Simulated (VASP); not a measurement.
Wanted: the native input for a VASP 6.6.1 run.

* Task: single point
* Functional: PBE
* Potentials or basis: VASP PAW PBE potentials, release 64 (Ca_sv)
* Cutoff: 520 eV
* k mesh: 12 × 12 × 8
* Occupations: gaussian, width 0.1 eV
* Spin: no spin polarisation
* Dipole correction: no
* Further INCAR settings: ALGO = Fast; EDIFF = 1e-06; NBANDS = 17

The structure of Ca lies in POSCAR:

```
Ca
1.0
    1.9531793314     -3.3828217620      0.0000000000
    1.9531793314      3.3828217620      0.0000000000
    0.0000000000      0.0000000000      6.4199411889
Ca
2
Direct
    0.8334435375      0.1665564625      0.2500000000
    0.1665564625      0.8334435375      0.7500000000
```

This isn't the form of Ca at room conditions, which is fcc.

One way to write it, as run:

INCAR

```
PREC     = Accurate       # precision mode
ENCUT    = 520            # plane-wave cutoff, eV
EDIFF    = 1E-6           # SCF threshold, eV
ISMEAR   = 0              # smearing method
SIGMA    = 0.1            # smearing width, eV
LREAL    = False          # projectors in reciprocal space
LASPH    = True           # aspherical terms in the spheres
NELM     = 80             # most SCF steps
ALGO     = Fast           # electronic algorithm
ISIF     = 2              # what is computed and relaxed
LWAVE    = False          # write WAVECAR
LCHARG   = True           # write CHGCAR
GGA      = PE             # functional
LELF     = True           # ELF
LVHAR    = True         
NBANDS   = 17             # bands
```

KPOINTS

```
Automatic mesh
0
Gamma
  12 12 8
```

Potentials or basis: VASP PAW PBE potentials, release 64 (Ca_sv).

Command:

```sh
$ cat potpaw_PBE.64/Ca_sv/POTCAR > POTCAR
$ mpirun -np 1 vasp_std > vasp.out
```

It gave:

```json
{
 "Pressure": "0.0 GPa",
 "Band gap on the k mesh": "zero (bands 10 and 11 overlap by 0.51 eV)"
}
```

Run time: 4.1 min on 1 thread of AMD EPYC 9R45 96-Core Processor (Zen 5) (shared host), peak memory 0.36 GiB.
